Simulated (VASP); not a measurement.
# Si3Bi2Te2: single point with PBE

The system is Si3Bi2Te2.

```xyz
7
Lattice="3.1268 1.8053 5.4155 -3.1268 1.8053 5.4155 0.0000 -3.6105 5.4155" Properties=species:S:1:pos:R:3 pbc="T T T"
Si    1.5634    0.9026    2.7078
Si   -1.5634    0.9026    2.7078
Si    0.0000   -1.8053    2.7078
Bi    0.0000    0.0000   11.3261
Bi    0.0000    0.0000    4.9205
Te    0.0000    0.0000    0.0000
Te    0.0000    0.0000    8.1233
```

The cell was built from a structure type or drawn by symmetry, and may not be a known phase.

```yaml
Program: VASP 6.6.1
Task: single point
Functional: PBE
Potentials_or_basis: VASP PAW PBE potentials, release 64 (Si, Bi_d, Te)
Cutoff: 500 eV
k_mesh: 3 × 3 × 3
Occupations: gaussian, width 0.2 eV
Spin: no spin polarisation
Dipole_correction: no
Further_INCAR_settings: ALGO = Normal; EDIFF = 1e-06; NBANDS = 36
```

```json
{
  "Pressure": "-0.5 GPa",
  "Largest force": "0.018 eV/Å",
  "Band gap on the k mesh": "zero (bands 27 and 28 overlap by 0.66 eV)"
}
```

Forces on the atoms (eV/Å):
```
Si   0.000  0.000  0.000
Si   0.000  0.000  0.000
Si   0.000  0.000  0.000
Bi   0.000  0.000 -0.018
Bi   0.000  0.000  0.018
Te   0.000  0.000  0.000
Te   0.000  0.000  0.000
```

Stress tensor (GPa, compression positive):
```
-0.43  0.00  0.00
 0.00 -0.43  0.00
 0.00  0.00 -0.54
```

Levels at points of the mesh, in eV from the Fermi level:
```
           k point  band 23  band 24  band 25  band 26  band 27  band 28  band 29  band 30
(0.00, 0.00, 0.00)    -3.84    -1.87    -1.87    -0.35     0.55     0.55     0.75     2.71
```

It took 62 s on 1 thread of Intel(R) Xeon(R) Platinum 8488C (Sapphire Rapids), on a shared host, peak memory 0.32 GiB.

Caveat: the k points lie up to 0.41 Å⁻¹ apart, too coarse for converged energies and pressures of a metal; spin-orbit coupling is left out, which moves the levels of the heavy elements.
